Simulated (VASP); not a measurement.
Input of a VASP 6.6.1 run:

INCAR

```
PREC = Accurate
ENCUT = 520
EDIFF = 1E-7
ISMEAR = -1
SIGMA = 0.15
LREAL = Auto
LASPH = T
NELM = 80
ALGO = Normal
ISIF = 2
LWAVE = F
LCHARG = T
GGA = PE
IVDW = 12
LELF = T
LVHAR = T
NBANDS = 126
```

Contents of KPOINTS:

```
Automatic mesh
0
Gamma
  2 2 1
```

Contents of POSCAR:

```
InP
1.0
    8.3155760000      0.0000000000      0.0000000000
    4.1577880000      7.2015000000      0.0000000000
    0.0000000000      0.0000000000     18.6383440000
In P
12 12
Direct
    0.0000000000      0.0000000000      0.0536528353
   -0.0000027500      0.5000069430      0.0536528353
    0.5000014431      0.0000000000      0.0536528353
    0.4999986931      0.5000069430      0.0536528353
    0.6157118056      0.6794001250      0.2364534102
    0.6576893659      0.1636048046      0.2419313647
    0.1063218343      0.6462264806      0.2465616044
    0.1273610011      0.1927515101      0.2336956545
    0.3398338729      0.3453724918      0.4376461771
    0.4121282021      0.7842671666      0.4237071706
    0.8126188750      0.3069915990      0.4111094848
    0.8486551942      0.8254252586      0.4346738101
    0.1666708597      0.1666597237      0.0991879965
    0.1666681097      0.6666666667      0.0991879965
    0.6666723028      0.1666597237      0.0991879965
    0.6666695528      0.6666666667      0.0991879965
    0.7712661005      0.8480177741      0.2932824933
    0.7880356345      0.3447337360      0.2709790097
    0.2502685549      0.8612927862      0.3038199102
    0.3252533826      0.3025480803      0.3014323590
    0.5589585856      0.4584739290      0.4874199124
    0.5204497070      0.9986947164      0.4908858856
   -0.0046608931      0.4864264389      0.4019831376
    0.0662478718      0.9911546206      0.4168127812
```

Potentials or basis: VASP PAW PBE potentials, release 64 (In_d, P).

Launch:

```bash
$ cat potpaw_PBE.64/In_d/POTCAR potpaw_PBE.64/P/POTCAR > POTCAR
$ mpirun -np 1 vasp_std > vasp.out
```

(1) Predict the largest force.

(2) What does it give for the dispersion energy per atom?

(3) Estimate the band gap on the k mesh.

## Answers

(1) 2.297 eV/Å.

(2) -0.243 eV.

(3) 0.08 eV (least direct gap 0.19 eV).

Caveat: the k points lie up to 0.44 Å⁻¹ apart; the atoms stand as in a frame of molecular dynamics; there is no dipole correction, which matters where the two faces differ; semilocal functionals underestimate gaps, and a narrow one can read as zero; spin-orbit coupling is left out, which moves the levels of the heavy elements.
